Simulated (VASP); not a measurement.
# MgS (Pm-3n) in VASP: relaxation of cell and atoms with PBE

Aim: the relaxation of cell and atoms of MgS with PBE.

Program: VASP 6.6.1. These are calculated values, not measurements. Logs are shortened: lines on timing, memory, paths and dates and some standing lists are left out, and cuts for length are marked.

## (1) The cell of the first run

Symmetry: Pm-3n, No. 223, cubic system. Conventional cell: a = 6.968 Å, b = 6.968 Å, c = 6.968 Å, α = 90.00°, β = 90.00°, γ = 90.00°. Within 3.3 Å of Mg (site symmetry -4m2) lie 4 S at 2.46 Å. Within 3.3 Å of S (site symmetry -4m2) lie 4 Mg at 2.46 Å.

The cell was generated, and may not be a known phase.

## (2) Relaxation of cell and atoms, PBE

The input, INCAR:

```
ALGO = Normal
EDIFF = 1E-7
EDIFFG = -0.01
ENCUT = 600
GGA = PE
IBRION = 2
ISIF = 3
ISMEAR = 0
LASPH = True
LCHARG = False
LREAL = False
LWAVE = False
NELM = 100
NSW = 100
PREC = Accurate
SIGMA = 0.02
```

The input, KPOINTS:

```
k-points
0
Gamma
  4 4 4
```

The input, POSCAR:

```
MgS
1.0
    6.9676283808      0.0000000000      0.0000000000
    0.0000000000      6.9676283808      0.0000000000
    0.0000000000      0.0000000000      6.9676283808
Mg S
6 6
Direct
    0.5000000000      0.0000000000      0.7500000000
    0.7500000000      0.5000000000      0.0000000000
    0.0000000000      0.7500000000      0.5000000000
    0.5000000000      0.0000000000      0.2500000000
    0.2500000000      0.5000000000      0.0000000000
    0.0000000000      0.2500000000      0.5000000000
    0.0000000000      0.5000000000      0.7500000000
    0.7500000000      0.0000000000      0.5000000000
    0.5000000000      0.7500000000      0.0000000000
    0.0000000000      0.5000000000      0.2500000000
    0.2500000000      0.0000000000      0.5000000000
    0.5000000000      0.2500000000      0.0000000000
```

Potentials or basis: VASP PAW PBE potentials, release 64 (Mg, S).

Command:

```
cat potpaw_PBE.64/Mg/POTCAR potpaw_PBE.64/S/POTCAR > POTCAR
mpirun -np 1 vasp_std > vasp.out
```

OUTCAR:

```text
EDIFF = 1E-7
   EDIFFG = -0.01
   ENCUT = 600
   GGA = PE
   IBRION = 2
   ISIF = 3
   ISMEAR = 0
   LASPH = True
   LREAL = False
   NELM = 100
   NSW = 100
   PREC = Accurate

 ion  position               nearest neighbor table
   1  0.500  0.000  0.750-   8 2.46   9 2.46  11 2.46  12 2.46   4 3.48   4 3.48
   2  0.750  0.500  0.000-   7 2.46   9 2.46  10 2.46  12 2.46   5 3.48   5 3.48
   3  0.000  0.750  0.500-   7 2.46   8 2.46  10 2.46  11 2.46   6 3.48   6 3.48
   4  0.500  0.000  0.250-   8 2.46   9 2.46  11 2.46  12 2.46   1 3.48   1 3.48
   5  0.250  0.500  0.000-   7 2.46   9 2.46  10 2.46  12 2.46   2 3.48   2 3.48
   6  0.000  0.250  0.500-   7 2.46   8 2.46  10 2.46  11 2.46   3 3.48   3 3.48
   7  0.000  0.500  0.750-   2 2.46   3 2.46   5 2.46   6 2.46
   8  0.750  0.000  0.500-   1 2.46   3 2.46   4 2.46   6 2.46
   9  0.500  0.750  0.000-   1 2.46   2 2.46   4 2.46   5 2.46
  10  0.000  0.500  0.250-   2 2.46   3 2.46   5 2.46   6 2.46
  11  0.250  0.000  0.500-   1 2.46   3 2.46   4 2.46   6 2.46
  12  0.500  0.250  0.000-   1 2.46   2 2.46   4 2.46   5 2.46

  LATTYP: Found a simple cubic cell.
 ALAT       =     6.9676283808

  Lattice vectors:

 A1 = (   6.9676283808,   0.0000000000,   0.0000000000)
 A2 = (   0.0000000000,   6.9676283808,   0.0000000000)
 A3 = (   0.0000000000,   0.0000000000,   6.9676283808)

Analysis of symmetry for initial positions (statically):
=====================================================================
 Subroutine PRICEL returns:
 Original cell was already a primitive cell.

 Routine SETGRP: Setting up the symmetry group for a
 simple cubic supercell.

 Subroutine GETGRP returns: Found 48 space group operations
 (whereof 24 operations were pure point group operations)
 out of a pool of 48 trial point group operations.

The static configuration has the point symmetry T_h .
 The point group associated with its full space group is O_h .

Analysis of symmetry for dynamics (positions and initial velocities):
=====================================================================
 Subroutine PRICEL returns:
 Original cell was already a primitive cell.

 Routine SETGRP: Setting up the symmetry group for a
 simple cubic supercell.

 Subroutine GETGRP returns: Found 48 space group operations
 (whereof 24 operations were pure point group operations)
 out of a pool of 48 trial point group operations.

The dynamic configuration has the point symmetry T_h .
 The point group associated with its full space group is O_h .

 Subroutine INISYM returns: Found 48 space group operations
 (whereof 24 operations are pure point group operations),
 and found     1 'primitive' translations

----------------------------------------------------------------------------------------

                                     Primitive cell

  volume of cell :     338.2633

  direct lattice vectors                    reciprocal lattice vectors
     6.967628381  0.000000000  0.000000000     0.143520858  0.000000000  0.000000000
     0.000000000  6.967628381  0.000000000     0.000000000  0.143520858  0.000000000
     0.000000000  0.000000000  6.967628381     0.000000000  0.000000000  0.143520858

  length of vectors
     6.967628381  6.967628381  6.967628381     0.143520858  0.143520858  0.143520858

  position of ions in fractional coordinates (direct lattice)
     0.500000000  0.000000000  0.750000000
     0.750000000  0.500000000  0.000000000
     0.000000000  0.750000000  0.500000000
     0.500000000  0.000000000  0.250000000
     0.250000000  0.500000000  0.000000000
     0.000000000  0.250000000  0.500000000
     0.000000000  0.500000000  0.750000000
     0.750000000  0.000000000  0.500000000
     0.500000000  0.750000000  0.000000000
     0.000000000  0.500000000  0.250000000
     0.250000000  0.000000000  0.500000000
     0.500000000  0.250000000  0.000000000

  ion indices of the primitive-cell ions
   primitive index   ion index
                 1           1
                 2           2
                 3           3
                 4           4
                 5           5
                 6           6
                 7           7
                 8           8
                 9           9
                10          10
                11          11
                12          12

----------------------------------------------------------------------------------------
[... 61 lines left out ...]
   ISIF   =      3    stress and relaxation
   ISYM   =      2    0-nonsym 1-usesym 2-fastsym
   POTIM  = 0.5000    time-step for ionic-motion
   TEBEG  =    0.0;   TEEND  =   0.0 temperature during run
   PSTRESS=    0.0 pullay stress
   NELECT =      48.0000    total number of electrons
   NUPDOWN=      -1.0000    fix difference up-down
   EMIN   =  10.00;   EMAX   =-10.00  energy-range for DOS
   EFERMI =   0.00;   METHOD = LEGACY
   ISMEAR =     0;   SIGMA  =   0.02  broadening in eV -4-tet -1-fermi 0-gaus
   EFERMI_NEDOS =   21; number of points for ismear=-14 and -15
   IALGO  =     38    algorithm
   IMIX   =      4    mixing-type and parameters
     AMIX     =   0.40;   BMIX     =  1.00
     AMIX_MAG =   1.60;   BMIX_MAG =  1.00
  volume/ion in A,a.u.               =      28.19       190.23
  Fermi-wavevector in a.u.,A,eV,Ry     =   0.853893  1.613624  9.920467  0.729134
  Thomas-Fermi vector in A             =   1.970406
   LORBIT       =      0    0 simple, 1 ext, 2 COOP (PROOUT), +10 PAW based schemes
   GGA     = PE    functional components
   LHFCALC =     F    Hartree Fock is set to
   AEXX    =    0.0000 exact exchange contribution
   IVDW    =     0    specifies the selected vdW correction
   LEPSILON=     F    determine dielectric tensor
   LRPA    =     F    only Hartree local field effects (RPA)
 conjugate gradient relaxation of ions
 non-spin polarized calculation
 Gauss-broadening in eV      SIGMA  =   0.02
  energy-cutoff  :      600.00
  volume of cell :      338.26
 maximum number of plane-waves:     11360
 NGX is ok and might be reduce to    56
   NGX = 27   NGY = 27   NGZ = 27

--------------------------------------- Ionic step        1  -------------------------------------------

 number of electron      48.0000005 magnetization

 Free energy of the ion-electron system (eV)
  ---------------------------------------------------
  ext. energy  EPLUGINS =         0.00000000
  ---------------------------------------------------
  free energy    TOTEN  =       -50.02810623 eV

  energy without entropy =      -50.02810623  energy(sigma->0) =      -50.02810623

------------------------ aborting loop because EDIFF is reached ----------------------------------------

  FORCE on cell =-STRESS in cart. coord.  units (eV):
  Direction    XX          YY          ZZ          XY          YZ          ZX
  --------------------------------------------------------------------------------------
  -------------------------------------------------------------------------------------
  Total        0.4945139      0.4945139      0.4945139      0.0000000     -0.0000000     -0.0000000
  in kB        2.3422549      2.3422549      2.3422549      0.0000000     -0.0000000     -0.0000000
  external PRESSURE =       2.3422549 kB  Pullay stress =       0.0000000 kB

 VOLUME and BASIS-vectors are now :
 -----------------------------------------------------------------------------
  energy-cutoff  :      600.00
  volume of cell :      338.26
      direct lattice vectors                 reciprocal lattice vectors
     6.967628381  0.000000000  0.000000000     0.143520858  0.000000000  0.000000000
     0.000000000  6.967628381  0.000000000     0.000000000  0.143520858  0.000000000
     0.000000000  0.000000000  6.967628381     0.000000000  0.000000000  0.143520858

 POSITION                                       TOTAL-FORCE (eV/Angst)
 -----------------------------------------------------------------------------------
      3.48381      0.00000      5.22572        -0.000000     -0.000000      0.000000
      5.22572      3.48381      0.00000        -0.000000     -0.000000      0.000000
      0.00000      5.22572      3.48381        -0.000000     -0.000000      0.000000
      3.48381      0.00000      1.74191        -0.000000     -0.000000      0.000000
      1.74191      3.48381      0.00000         0.000000     -0.000000     -0.000000
      0.00000      1.74191      3.48381         0.000000     -0.000000     -0.000000
      0.00000      3.48381      5.22572        -0.000000     -0.000000      0.000000
      5.22572      0.00000      3.48381         0.000000      0.000000      0.000000
      3.48381      5.22572      0.00000        -0.000000     -0.000000     -0.000000
      0.00000      3.48381      1.74191        -0.000000      0.000000      0.000000
      1.74191      0.00000      3.48381        -0.000000      0.000000     -0.000000
      3.48381      1.74191      0.00000         0.000000     -0.000000      0.000000
 -----------------------------------------------------------------------------------
    total drift:                               -0.000000     -0.000000      0.000000

  FREE ENERGIE OF THE ION-ELECTRON SYSTEM (eV)
  ---------------------------------------------------
  free  energy   TOTEN  =       -50.0281062326 eV

  energy  without entropy=      -50.0281062326  energy(sigma->0) =      -50.02810623

--------------------------------------- Ionic step        2  -------------------------------------------

 number of electron      48.0000005 magnetization

 Free energy of the ion-electron system (eV)
  ---------------------------------------------------
  ext. energy  EPLUGINS =         0.00000000
  ---------------------------------------------------
  free energy    TOTEN  =       -50.02935198 eV

  energy without entropy =      -50.02935198  energy(sigma->0) =      -50.02935198

 E-fermi :   0.1363     XC(G=0):  -7.2000

 val. band max:        0.0132318871   @ k =   0.0000   0.0000   0.0000
 cond. band min:       3.0571947957   @ k =   0.0000   0.0000   0.0000
 fundamental gap:      3.0439629086
 Fermi energy:         0.1363088832

 k-point     1 :       0.0000    0.0000    0.0000
  band No.  band energies     occupation
      1     -11.4130      2.00000
      2     -11.0025      2.00000
      3     -11.0025      2.00000
      4     -10.4703      2.00000
      5     -10.4703      2.00000
      6     -10.4703      2.00000
[... 329 lines left out ...]
     30       5.7522      0.00000
     31       5.8787      0.00000

------------------------ aborting loop because EDIFF is reached ----------------------------------------

  FORCE on cell =-STRESS in cart. coord.  units (eV):
  Direction    XX          YY          ZZ          XY          YZ          ZX
  --------------------------------------------------------------------------------------
  -------------------------------------------------------------------------------------
  Total       -0.0709640     -0.0709640     -0.0709640      0.0000000      0.0000000      0.0000000
  in kB       -0.3341226     -0.3341226     -0.3341226      0.0000000      0.0000000      0.0000000
  external PRESSURE =      -0.3341226 kB  Pullay stress =       0.0000000 kB

 VOLUME and BASIS-vectors are now :
 -----------------------------------------------------------------------------
  energy-cutoff  :      600.00
  volume of cell :      340.28
      direct lattice vectors                 reciprocal lattice vectors
     6.981480412 -0.000000000 -0.000000000     0.143236096 -0.000000000 -0.000000000
     0.000000000  6.981480412 -0.000000000     0.000000000  0.143236096  0.000000000
     0.000000000 -0.000000000  6.981480412     0.000000000  0.000000000  0.143236096

 POSITION                                       TOTAL-FORCE (eV/Angst)
 -----------------------------------------------------------------------------------
      3.49074      6.98148      5.23611         0.000000     -0.000000     -0.000000
      5.23611      3.49074     -0.00000         0.000000     -0.000000      0.000000
      6.98148      5.23611      3.49074         0.000000     -0.000000     -0.000000
      3.49074      6.98148      1.74537         0.000000     -0.000000      0.000000
      1.74537      3.49074      6.98148        -0.000000     -0.000000      0.000000
      0.00000      1.74537      3.49074         0.000000      0.000000      0.000000
      6.98148      3.49074      5.23611         0.000000      0.000000     -0.000000
      5.23611     -0.00000      3.49074         0.000000      0.000000     -0.000000
      3.49074      5.23611      6.98148         0.000000     -0.000000      0.000000
      6.98148      3.49074      1.74537        -0.000000      0.000000      0.000000
      1.74537     -0.00000      3.49074        -0.000000     -0.000000      0.000000
      3.49074      1.74537     -0.00000        -0.000000      0.000000     -0.000000
 -----------------------------------------------------------------------------------
    total drift:                               -0.000000     -0.000000     -0.000000

  FREE ENERGIE OF THE ION-ELECTRON SYSTEM (eV)
  ---------------------------------------------------
  free  energy   TOTEN  =       -50.0293519755 eV

  energy  without entropy=      -50.0293519755  energy(sigma->0) =      -50.02935198

 reached required accuracy - stopping structural energy minimisation
```

Wall time 5.6 min (1 thread of Oxide Virtual Turin-like, shared host); peak memory 0.47 GiB.

Results:

```
Free energy                           : -50.0294 eV
Relaxed volume                        : 28.36 Å³/atom
Relaxed cell                          : a = 6.981 Å, b = 6.981 Å, c = 6.981 Å, α = 90.00°, β = 90.00°, γ = 90.00°
Space group after relaxing (to 0.1 Å) : Pm-3n (No. 223)
Energy gained by relaxing             : 0.1 meV/atom
Ionic steps                           : 2
Pressure after relaxing               : 0.0 GPa
Band gap on the k mesh                : 3.04 eV
```

Step by step:
```tsv
step	energy change (eV)	largest force (eV/Å)	pressure (GPa)	volume (Å³)
1	0.0000	0.0000	0.23	338.26
2	-0.0012	0.0000	-0.03	340.28
```

Final structure:
```
Mg S
1.0
     6.98148    0.00000    0.00000
     0.00000    6.98148    0.00000
     0.00000    0.00000    6.98148
Mg S
6 6
Cartesian
  3.4907 6.9815 5.2361
  5.2361 3.4907 0.0000
  6.9815 5.2361 3.4907
  3.4907 6.9815 1.7454
  1.7454 3.4907 6.9815
  0.0000 1.7454 3.4907
  6.9815 3.4907 5.2361
  5.2361 0.0000 3.4907
  3.4907 5.2361 6.9815
  6.9815 3.4907 1.7454
  1.7454 0.0000 3.4907
  3.4907 1.7454 0.0000
```
